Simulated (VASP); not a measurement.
Input of a VASP 6.6.1 run:

INCAR

```
SYSTEM = AlCu2
ALGO = Fast ; EDIFF = 1E-6
ENCUT = 520 ; GGA = PE
ISIF = 2 ; ISMEAR = 0
LASPH = .TRUE. ; LCHARG = .TRUE.
LELF = .TRUE. ; LREAL = .FALSE.
LVHAR = .TRUE. ; LWAVE = .FALSE.
NBANDS = 20 ; NELM = 60
PREC = Accurate ; SIGMA = 0.1
```

Contents of KPOINTS:

```
k-points
0
G
  12 12 18
  0 0 0
```

File POSCAR:

```
AlCu2
1.0
    4.1694350907     -0.0000000289      0.0000000000
   -2.0847175204      3.6108367224      0.0000000000
    0.0000000000      0.0000000000      2.5925999000
Al Cu
1 2
Direct
    0.0000000000      0.0000000000      0.0000000000
    0.3333333333      0.6666666667      0.5000000000
    0.6666666667      0.3333333333      0.5000000000
```

Potentials or basis: VASP PAW PBE potentials, release 64 (Al, Cu).

The run is started by

```bash
$ cat potpaw_PBE.64/Al/POTCAR potpaw_PBE.64/Cu/POTCAR > POTCAR
$ mpirun -np 1 vasp_std > vasp.out
```

Problem. What does it give for the band gap on the k mesh?

Solution. Zero (an odd number of electrons rules out a gap without spin polarisation).

Problem. Predict the pressure.

Solution. 0.3 GPa.

Stress tensor (GPa, compression positive):
```
0.43 0.00 0.00
0.00 0.43 0.00
0.00 0.00 0.18
```
